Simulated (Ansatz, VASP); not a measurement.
Two plane-wave programs on WS2

Contents of INCAR:

```
SYSTEM = WS2
PREC = Accurate ; ENCUT = 600
EDIFF = 1E-6 ; ISMEAR = 0
SIGMA = 0.02 ; LREAL = .FALSE.
LASPH = .TRUE. ; NELM = 60
ALGO = Normal ; ISIF = 3
LWAVE = .FALSE. ; LCHARG = .FALSE.
GGA = PE ; IBRION = 2
NSW = 100 ; EDIFFG = -0.005
```

The input KPOINTS:

```
regular mesh
0
G
  12 12 2
  0 0 0
```

The input POSCAR:

```
WS2
1.0
    3.1842228900      0.0000000000      0.0000000000
   -1.5921114500      2.7576179200      0.0000000000
    0.0000000000      0.0000000000     12.9782823600
W S
2 4
Direct
    0.3333333300      0.6666666700      0.2500000000
    0.6666666700      0.3333333300      0.7500000000
    0.3333333300      0.6666666700      0.6298049400
    0.6666666700      0.3333333300      0.1298049400
    0.3333333300      0.6666666700      0.8701950600
    0.6666666700      0.3333333300      0.3701950600
```

Input for Ansatz:

```yaml
crystal:
  lattice:
    - [3.18422289, 0.0, 0.0]
    - [-1.59211145, 2.75761792, 0.0]
    - [0.0, 0.0, 12.97828236]
  atoms:
    - { symbol: W, position: [0.33333333, 0.66666667, 0.25] }
    - { symbol: W, position: [0.66666667, 0.33333333, 0.75] }
    - { symbol: S, position: [0.33333333, 0.66666667, 0.62980494] }
    - { symbol: S, position: [0.66666667, 0.33333333, 0.12980494] }
    - { symbol: S, position: [0.33333333, 0.66666667, 0.87019506] }
    - { symbol: S, position: [0.66666667, 0.33333333, 0.37019506] }
basis:
  ecutwfc: 420
kpoints:
  mp_grid: { grid: [12, 12, 2] }
hamiltonian:
  xc: pbe
scf:
  occupations: { method: gaussian, width: 0.02 }
output:
  forces: true
  stress: true
  eigenvalues: true
  write_density: true
  write_potential: true
  elf: true
  volumetric_format: npy
relax:
  adjacent_minimum: "off"
  f_tol: 0.005
  max_steps: 80
  cell: { stress_tol: 0.05 }
```

Alike in both runs: task relaxation of cell and atoms; functional PBE; k mesh 12 × 12 × 2; occupations gaussian, width 0.02 eV; no spin polarisation.

```csv
,VASP,Ansatz
version,VASP 6.6.1,Ansatz 0.2.0
potentials or method,"VASP PAW PBE potentials, release 64 (W_sv, S), cutoff 600 eV","scalar-relativistic, plane waves, PAW"
valence electrons in the cell,52,52
```

```tsv
	VASP	Ansatz	Ansatz less VASP
gap on the k mesh at the Fermi level, each at its own relaxed structure (eV)	1.58	1.63	+0.045
relaxed volume (Å³/atom)	21.04	21.81	+0.773
relaxed cell length with the largest relative difference (Å)	14.347	14.871	+0.5241
```

Neither program's run includes spin-orbit coupling.
